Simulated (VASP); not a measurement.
# SiC (P6_3mc) in VASP: further runs

Runs on SiC. Level: PBE. Tasks: relaxation of shape and atoms at fixed volume.

Everything below comes from runs of VASP 6.6.1. Logs are shortened: lines on timing, memory, paths and dates and some standing lists are left out, and cuts for length are marked.

## Step 1: The cell of the first run

It takes space group P6_3mc (No. 186, hexagonal). The conventional cell has a = 2.964 Å, b = 2.964 Å, c = 4.859 Å, α = 90.00°, β = 90.00°, γ = 120.00°. Within 2.4 Å of Si (site symmetry 3m) lie 4 C at 1.81 to 1.83 Å. Within 2.4 Å of C (site symmetry 3m) lie 4 Si at 1.81 to 1.83 Å.

## Step 2: Relaxation of shape and atoms at fixed volume, PBE (9.24 Å³/atom)

The input, INCAR:

```
SYSTEM = SiC
PREC = Accurate
ENCUT = 600
EDIFF = 1E-7
ISMEAR = 0
SIGMA = 0.02
LREAL = .False.
LASPH = .True.
NELM = 60
ALGO = Normal
ISIF = 4
LWAVE = .False.
LCHARG = .False.
GGA = PE
IBRION = 2
NSW = 50
EDIFFG = -0.01
```

The input, KPOINTS:

```
Automatic mesh
0
Gamma
  12 12 6
  0 0 0
```

The input, POSCAR:

```
SiC
1.0
    2.9638292909      0.0000000000      0.0000000000
   -1.4819146455      2.5667514584      0.0000000000
    0.0000000000      0.0000000000      4.8594986320
Si C
2 2
Direct
    0.6666666667      0.3333333333      0.5045768736
    0.3333333333      0.6666666667      0.0045768736
    0.6666666667      0.3333333333      0.8804231164
    0.3333333333      0.6666666667      0.3804231164
```

Potentials or basis: VASP PAW PBE potentials, release 64 (Si, C).

Launch:

```
$ cat potpaw_PBE.64/Si/POTCAR potpaw_PBE.64/C/POTCAR > POTCAR
$ mpirun -np 1 vasp_std > vasp.out
```

OUTCAR:

```text
SYSTEM = SiC
   PREC = Accurate
   ENCUT = 600
   EDIFF = 1E-7
   ISMEAR = 0
   LREAL = .False.
   LASPH = .True.
   NELM = 60
   ISIF = 4
   GGA = PE
   IBRION = 2
   NSW = 50
   EDIFFG = -0.01

 ion  position               nearest neighbor table
   1  0.667  0.333  0.505-   4 1.81   4 1.81   4 1.81   3 1.83   2 2.97   2 2.97   2 2.97   2 2.97
                             2 2.97   2 2.97
   2  0.333  0.667  0.005-   3 1.81   3 1.81   3 1.81   4 1.83   1 2.97   1 2.97   1 2.97   1 2.97
                             1 2.97   1 2.97
   3  0.667  0.333  0.880-   2 1.81   2 1.81   2 1.81   1 1.83
   4  0.333  0.667  0.380-   1 1.81   1 1.81   1 1.81   2 1.83

  LATTYP: Found a hexagonal cell.
 ALAT       =     2.9638292909
 C/A-ratio  =     1.6396013923

  Lattice vectors:

 A1 = (   2.9638292909,   0.0000000000,   0.0000000000)
 A2 = (  -1.4819146455,   2.5667514584,   0.0000000000)
 A3 = (   0.0000000000,   0.0000000000,   4.8594986320)

Analysis of symmetry for initial positions (statically):
=====================================================================
 Subroutine PRICEL returns:
 Original cell was already a primitive cell.

 Routine SETGRP: Setting up the symmetry group for a
 hexagonal supercell.

 Subroutine GETGRP returns: Found 12 space group operations
 (whereof  6 operations were pure point group operations)
 out of a pool of 24 trial point group operations.

The static configuration has the point symmetry C_3v.
 The point group associated with its full space group is C_6v.

Analysis of symmetry for dynamics (positions and initial velocities):
=====================================================================
 Subroutine PRICEL returns:
 Original cell was already a primitive cell.

 Routine SETGRP: Setting up the symmetry group for a
 hexagonal supercell.

 Subroutine GETGRP returns: Found 12 space group operations
 (whereof  6 operations were pure point group operations)
 out of a pool of 24 trial point group operations.

The dynamic configuration has the point symmetry C_3v.
 The point group associated with its full space group is C_6v.

 Subroutine INISYM returns: Found 12 space group operations
 (whereof  6 operations are pure point group operations),
 and found     1 'primitive' translations

----------------------------------------------------------------------------------------

                                     Primitive cell

  volume of cell :      36.9682

  direct lattice vectors                    reciprocal lattice vectors
     2.963829291  0.000000000  0.000000000     0.337401349  0.194798759  0.000000000
    -1.481914646  2.566751458  0.000000000     0.000000000  0.389597519  0.000000000
     0.000000000  0.000000000  4.859498632     0.000000000  0.000000000  0.205782546

  length of vectors
     2.963829291  2.963829291  4.859498632     0.389597519  0.389597519  0.205782546

  position of ions in fractional coordinates (direct lattice)
     0.666666667  0.333333333  0.504576874
     0.333333333  0.666666667  0.004576874
     0.666666667  0.333333333  0.880423116
     0.333333333  0.666666667  0.380423116

  ion indices of the primitive-cell ions
   primitive index   ion index
                 1           1
                 2           2
                 3           3
                 4           4

----------------------------------------------------------------------------------------

 KPOINTS: Automatic mesh

Automatic generation of k-mesh.
 Grid dimensions read from file:
 generate k-points for:   12   12    6

 Generating k-lattice:

  Cartesian coordinates                     Fractional coordinates (reciprocal lattice)
     0.028116779  0.016233230  0.000000000     0.083333333 -0.000000000  0.000000000
     0.000000000  0.032466460  0.000000000     0.000000000  0.083333333  0.000000000
     0.000000000  0.000000000  0.034297091     0.000000000  0.000000000  0.166666667

  Length of vectors
     0.032466460  0.032466460  0.034297091

  Shift w.r.t. Gamma in fractional coordinates (k-lattice)
     0.000000000  0.000000000  0.000000000

 Subroutine IBZKPT returns following result:
 ===========================================

 Found     76 irreducible k-points:

 Following reciprocal coordinates:
            Coordinates               Weight
  0.000000  0.000000  0.000000      1.000000
  0.083333 -0.000000  0.000000      6.000000
  0.166667 -0.000000  0.000000      6.000000
  0.250000 -0.000000  0.000000      6.000000
  0.333333 -0.000000  0.000000      6.000000
  0.416667 -0.000000  0.000000      6.000000
[... 16 lines left out ...]
  0.250000 -0.000000  0.166667     12.000000
  0.333333 -0.000000  0.166667     12.000000
 [... further k-points ...]
   k-points           NKPTS =     76   k-points in BZ     NKDIM =     76   number of bands    NBANDS=     12
   number of dos      NEDOS =    301   number of ions     NIONS =      4
   total plane-waves  NPLWV =  23040
   dimension x,y,z NGX =    24 NGY =   24 NGZ =   40
[... 82 lines left out ...]
     10      16.9442      0.00000
     11      16.9442      0.00000
     12      16.9766      0.00000

 k-point     2 :       0.0833   -0.0000    0.0000
  band No.  band energies     occupation
      1      -6.7776      2.00000
      2      -2.7844      2.00000
      3       0.3436      2.00000
      4       7.5019      2.00000
      5       7.9794      2.00000
      6       9.1301      2.00000
      7       9.3997      2.00000
      8       9.5242      2.00000
      9      15.6902      0.00000
     10      16.5465      0.00000
     11      17.2312      0.00000
     12      17.3476      0.00000

 k-point     3 :       0.1667   -0.0000    0.0000
  band No.  band energies     occupation
      1      -6.3861      2.00000
      2      -2.4588      2.00000
      3       0.7130      2.00000
      4       5.9158      2.00000
      5       7.4560      2.00000
      6       8.0110      2.00000
      7       9.1078      2.00000
      8       9.3080      2.00000
      9      15.0120      0.00000
     10      17.0500      0.00000
     11      17.5216      0.00000
     12      17.9127      0.00000

 k-point     4 :       0.2500   -0.0000    0.0000
  band No.  band energies     occupation
      1      -5.7455      2.00000
      2      -1.9578      2.00000
      3       1.2955      2.00000
      4       4.1329      2.00000
      5       6.5804      2.00000
      6       6.8937      2.00000
      7       8.5300      2.00000
      8       8.9812      2.00000
      9      14.0251      0.00000
     10      15.6729      0.00000
     11      17.9206      0.00000
     12      18.0589      0.00000

 k-point     5 :       0.3333   -0.0000    0.0000
  band No.  band energies     occupation
      1      -4.8824      2.00000
      2      -1.4144      2.00000
      3       1.8396      2.00000
      4       2.7694      2.00000
      5       5.0970      2.00000
      6       6.4309      2.00000
      7       7.6320      2.00000
      8       8.6624      2.00000
      9      13.2287      0.00000
     10      14.6381      0.00000
     11      17.5706      0.00000
     12      17.7725      0.00000
[... 228 lines left out ...]
      1      -6.6297      2.00000
      2      -3.4297      2.00000
      3       1.2195      2.00000
      4       7.5970      2.00000
      5       8.0659      2.00000
      6       8.5616      2.00000
      7       9.1575      2.00000
      8       9.3990      2.00000
      9      15.7598      0.00000
     10      16.4977      0.00000
     11      17.2648      0.00000
     12      17.6806      0.00000

 k-point    22 :       0.1667   -0.0000    0.1667
  band No.  band energies     occupation
      1      -6.2393      2.00000
      2      -3.0825      2.00000
      3       1.5482      2.00000
      4       6.0435      2.00000
      5       7.5536      2.00000
      6       7.6179      2.00000
      7       8.8229      2.00000
      8       9.1451      2.00000
      9      14.9278      0.00000
     10      16.7356      0.00000
     11      17.3510      0.00000
     12      17.9502      0.00000

 k-point    23 :       0.2500   -0.0000    0.1667
  band No.  band energies     occupation
      1      -5.6009      2.00000
      2      -2.5347      2.00000
      3       2.0053      2.00000
      4       4.3417      2.00000
      5       6.1621      2.00000
      6       6.9993      2.00000
      7       8.4892      2.00000
      8       8.7872      2.00000
      9      13.9615      0.00000
     10      15.4277      0.00000
     11      17.2632      0.00000
     12      18.2462      0.00000

 k-point    24 :       0.3333   -0.0000    0.1667
  band No.  band energies     occupation
      1      -4.7418      2.00000
      2      -1.8794      2.00000
      3       1.9136      2.00000
      4       3.4832      2.00000
      5       4.6322      2.00000
      6       6.5413      2.00000
      7       7.8924      2.00000
      8       8.4485      2.00000
      9      13.2592      0.00000
     10      14.2929      0.00000
     11      17.1611      0.00000
     12      18.0117      0.00000

 [... further k-points ...]
[... 5 lines left out ...]
  --------------------------------------------------------------------------------------
  -------------------------------------------------------------------------------------
  Total        8.0202610      8.0202610      7.9631934     -0.0000000      0.0000000      0.0000000
  in kB      347.5926740    347.5926740    345.1194033     -0.0000000      0.0000000      0.0000000
  external PRESSURE =     346.7682504 kB  Pullay stress =       0.0000000 kB

 VOLUME and BASIS-vectors are now :
 -----------------------------------------------------------------------------
  energy-cutoff  :      600.00
  volume of cell :       36.97
      direct lattice vectors                 reciprocal lattice vectors
     2.963829291  0.000000000  0.000000000     0.337401349  0.194798759  0.000000000
    -1.481914646  2.566751458  0.000000000     0.000000000  0.389597519  0.000000000
     0.000000000  0.000000000  4.859498632     0.000000000  0.000000000  0.205782546

 POSITION                                       TOTAL-FORCE (eV/Angst)
 -----------------------------------------------------------------------------------
      1.48191      0.85558      2.45199         0.000000     -0.000000      0.007599
     -0.00000      1.71117      0.02224        -0.000000      0.000000      0.007599
      1.48191      0.85558      4.27841         0.000000      0.000000     -0.007599
     -0.00000      1.71117      1.84867        -0.000000      0.000000     -0.007599
 -----------------------------------------------------------------------------------
    total drift:                               -0.000000      0.000000      0.000040

  FREE ENERGIE OF THE ION-ELECTRON SYSTEM (eV)
  ---------------------------------------------------
  free  energy   TOTEN  =       -29.6186221668 eV

  energy  without entropy=      -29.6186221668  energy(sigma->0) =      -29.61862217

 reached required accuracy - stopping structural energy minimisation
```

It took 50 s on 1 thread of Intel Xeon 8259CL, shared host; peak memory 0.17 GiB.

Results:

```
Free energy                  : -29.6186 eV
Pressure after relaxing      : 34.7 GPa
Largest force after relaxing : 0.008 eV/Å
Band gap on the k mesh       : 2.07 eV (least direct gap 4.19 eV)
```

Forces on the atoms (eV/Å):
```
Si   0.000  0.000  0.008
Si   0.000  0.000  0.008
C    0.000  0.000 -0.008
C    0.000  0.000 -0.008
```

Final structure:
```
CELL_PARAMETERS angstrom
2.96383 0.00000 0.00000
-1.48191 2.56675 0.00000
0.00000 0.00000 4.85950
ATOMIC_POSITIONS crystal
Si 0.66667 0.33333 0.50458
Si 0.33333 0.66667 0.00458
C 0.66667 0.33333 0.88042
C 0.33333 0.66667 0.38042
```

Caveat: the relaxation stopped at its first step, so nothing moved. A k mesh can miss the band edges.

## Step 3: Relaxation of shape and atoms at fixed volume, PBE (9.56 Å³/atom)

This run uses another cell than the first one, of 9.56 Å³/atom.

The input, INCAR:

```
SYSTEM = SiC
PREC = Accurate ; ENCUT = 600
EDIFF = 1E-6 ; ISMEAR = 0
SIGMA = 0.02 ; LREAL = .False.
LASPH = .True. ; NELM = 60
ALGO = Normal ; ISIF = 4
LWAVE = .False. ; LCHARG = .False.
GGA = PE ; IBRION = 2
NSW = 50 ; EDIFFG = -0.01
```

KPOINTS is that of step 2.

The input, POSCAR:

```
SiC
1.0
    2.9967292799      0.0000000000      0.0000000000
   -1.4983646400      2.5952436847      0.0000000000
    0.0000000000      0.0000000000      4.9154302008
Si C
2 2
Direct
    0.6666666667      0.3333333333      0.5045608247
    0.3333333333      0.6666666667      0.0045608247
    0.6666666667      0.3333333333      0.8804391653
    0.3333333333      0.6666666667      0.3804391653
```

Potentials or basis: VASP PAW PBE potentials, release 64 (Si, C).

Launch:

```
$ cat potpaw_PBE.64/Si/POTCAR potpaw_PBE.64/C/POTCAR > POTCAR
$ mpirun -np 1 vasp_std > vasp.out
```

Wall time 77 s (1 thread of Intel Xeon 8259CL, shared host); peak memory 0.18 GiB.

It converged, with:

| Quantity | Value |
| --- | --- |
| Free energy | -29.8496 eV |
| Energy gained by relaxing | 0.0 meV/atom |
| Ionic steps | 3 |
| Pressure after relaxing | 23.9 GPa |
| Band gap on the k mesh | 2.13 eV (least direct gap 4.12 eV) |

Final structure:
```xyz
4
Lattice="2.9970 0.0000 0.0000 -1.4985 2.5955 0.0000 0.0000 0.0000 4.9145" Properties=species:S:1:pos:R:3 pbc="T T T"
Si    1.4985    0.8652    2.4799
Si    0.0000    1.7303    0.0226
C     1.4985    0.8652    4.3267
C     0.0000    1.7303    1.8694
```

Levels at points of the mesh, in eV from the valence-band top:
```
           k point  band 5  band 6  band 7  band 8  band 9  band 10  band 11  band 12
(0.00, 0.00, 0.00)   -1.36   -0.11    0.00    0.00    5.47     7.05     7.15     7.15
(0.50, 0.00, 0.00)   -5.71   -3.51   -3.48   -1.21    2.91     4.31     7.44     7.49
(0.00, 0.00, 0.50)   -0.73   -0.73   -0.73   -0.73    6.57     6.57     7.78     7.78
(0.50, 0.00, 0.50)   -2.55   -2.55   -2.41   -2.41    3.45     3.45     5.61     5.61
```

## Step 4: Relaxation of shape and atoms at fixed volume, PBE (9.87 Å³/atom)

This run uses another cell than the first one, of 9.87 Å³/atom.

The input, INCAR:

```
PREC = Accurate ; ENCUT = 600
EDIFF = 1E-7 ; ISMEAR = 0
SIGMA = 0.02 ; LREAL = False
LASPH = True ; NELM = 60
ALGO = Normal ; ISIF = 4
LWAVE = False ; LCHARG = False
GGA = PE ; IBRION = 2
NSW = 50 ; EDIFFG = -0.01
```

The input, KPOINTS:

```
regular mesh
0
Gamma
  12 12 6
```

The input, POSCAR:

```
SiC
1.0
    3.0290488396      0.0000000000      0.0000000000
   -1.5145244198      2.6232332444      0.0000000000
    0.0000000000      0.0000000000      4.9697033473
Si C
2 2
Direct
    0.6666666667      0.3333333333      0.5045633660
    0.3333333333      0.6666666667      0.0045633660
    0.6666666667      0.3333333333      0.8804366240
    0.3333333333      0.6666666667      0.3804366240
```

Launch:

```
$ cat potpaw_PBE.64/Si/POTCAR potpaw_PBE.64/C/POTCAR > POTCAR
$ mpirun -np 1 vasp_std > vasp.out
```

It took 92 s on 1 thread of Intel Xeon 8259CL, shared host; peak memory 0.18 GiB.

The run converged. Its results:

- Free energy: -30.0020 eV
- Energy gained by relaxing: 0.0 meV/atom
- Ionic steps: 3
- Pressure after relaxing: 14.7 GPa
- Band gap on the k mesh: 2.19 eV (least direct gap 4.06 eV)

Final structure:
```
CELL_PARAMETERS angstrom
3.02930 0.00000 0.00000
-1.51465 2.62345 0.00000
0.00000 0.00000 4.96889
ATOMIC_POSITIONS crystal
Si 0.66667 0.33333 0.50460
Si 0.33333 0.66667 0.00460
C 0.66667 0.33333 0.88040
C 0.33333 0.66667 0.38040
```

Levels at points of the mesh, in eV from the valence-band top:
```csv
k point,band 4,band 5,band 6,band 7,band 8,band 9,band 10,band 11,band 12
"(0.00, 0.00, 0.00)",-1.34,-1.34,-0.11,0.00,0.00,5.19,6.71,6.94,6.94
"(0.50, 0.00, 0.00)",-6.40,-5.60,-3.42,-3.42,-1.21,2.85,4.27,7.24,7.31
"(0.00, 0.00, 0.50)",-4.53,-0.72,-0.72,-0.72,-0.72,6.29,6.29,7.60,7.60
"(0.50, 0.00, 0.50)",-8.48,-2.51,-2.51,-2.37,-2.37,3.38,3.38,5.46,5.46
```

## Step 5: Relaxation of shape and atoms at fixed volume, PBE (10.19 Å³/atom)

This run uses another cell than the first one, of 10.19 Å³/atom.

The input, INCAR:

```
SYSTEM = SiC
  ALGO = Normal
  EDIFF = 1E-6
  EDIFFG = -0.01
  ENCUT = 600
  GGA = PE
  IBRION = 2
  ISIF = 4
  ISMEAR = 0
  LASPH = .True.
  LCHARG = .False.
  LREAL = .False.
  LWAVE = .False.
  NELM = 100
  NSW = 50
  PREC = Accurate
  SIGMA = 0.02
```

The input, KPOINTS:

```
k-points
0
Gamma
  12 12 6
  0 0 0
```

The input, POSCAR:

```
SiC
1.0
    3.0606216679      0.0000000000      0.0000000000
   -1.5303108339      2.6505761158      0.0000000000
    0.0000000000      0.0000000000      5.0230511513
Si C
2 2
Direct
    0.6666666667      0.3333333333      0.5045786478
    0.3333333333      0.6666666667      0.0045786478
    0.6666666667      0.3333333333      0.8804213422
    0.3333333333      0.6666666667      0.3804213422
```

Launch:

```
$ cat potpaw_PBE.64/Si/POTCAR potpaw_PBE.64/C/POTCAR > POTCAR
$ mpirun -np 1 vasp_std > vasp.out
```

Run time: 50 s. Hardware: 1 thread of Intel Xeon 8259CL, shared host; peak memory 0.18 GiB.

It converged, with:

```
Free energy                  : -30.0867 eV
Pressure after relaxing      : 6.7 GPa
Largest force after relaxing : 0.006 eV/Å
Band gap on the k mesh       : 2.25 eV (least direct gap 4.00 eV)
```

Forces on the atoms (eV/Å):
```
Si   0.000  0.000  0.006
Si   0.000  0.000  0.006
C    0.000  0.000 -0.006
C    0.000  0.000 -0.006
```

Stress tensor (GPa, compression positive):
```
6.77 0.00 0.00
0.00 6.77 0.00
0.00 0.00 6.59
```

Final structure:
```
Si C
1.0
     3.06062    0.00000    0.00000
    -1.53031    2.65058    0.00000
     0.00000    0.00000    5.02305
Si C
2 2
Direct
  0.66667 0.33333 0.50458
  0.33333 0.66667 0.00458
  0.66667 0.33333 0.88042
  0.33333 0.66667 0.38042
```

Levels at points of the mesh, in eV from the valence-band top:
```tsv
k point	band 4	band 5	band 6	band 7	band 8	band 9	band 10	band 11	band 12
(0.00, 0.00, 0.00)	-1.32	-1.32	-0.11	0.00	0.00	4.93	6.37	6.76	6.76
(0.50, 0.00, 0.00)	-6.33	-5.48	-3.35	-3.33	-1.20	2.80	4.24	7.00	7.19
(0.00, 0.00, 0.50)	-4.47	-0.72	-0.72	-0.72	-0.72	6.03	6.03	7.43	7.43
(0.50, 0.00, 0.50)	-8.33	-2.46	-2.46	-2.34	-2.34	3.32	3.32	5.32	5.32
```

Caveat: the relaxation stopped at its first step, so nothing moved. A k mesh can miss the band edges.

## Step 6: Summary

| cell | gap on the mesh (eV) | pressure (GPa) | largest force (eV/Å) |
| --- | --- | --- | --- |
| relaxed from a = 2.964, b = 2.964, c = 4.859 Å, angles 90.0, 90.0, 120.0°, 4 atoms | 2.07 | 34.7 | 0.01 |
| relaxed from a = 2.997, b = 2.997, c = 4.915 Å, angles 90.0, 90.0, 120.0°, 4 atoms | 2.13 | 23.9 | - |
| relaxed from a = 3.029, b = 3.029, c = 4.970 Å, angles 90.0, 90.0, 120.0°, 4 atoms | 2.19 | 14.7 | - |
| relaxed from a = 3.061, b = 3.061, c = 5.023 Å, angles 90.0, 90.0, 120.0°, 4 atoms | 2.25 | 6.7 | 0.01 |

Alike in all rows: task relaxation of shape and atoms at fixed volume; level PBE; potentials or basis VASP PAW PBE potentials, release 64 (Si, C); no spin polarisation; k mesh 12 × 12 × 6; cutoff (eV) 600; smearing gaussian 0.02 eV.

Caveats: the relaxation stopped at its first step, so nothing moved (at least some runs).

Total energies depend on the potentials used, so only differences within one code and one set of settings carry meaning.
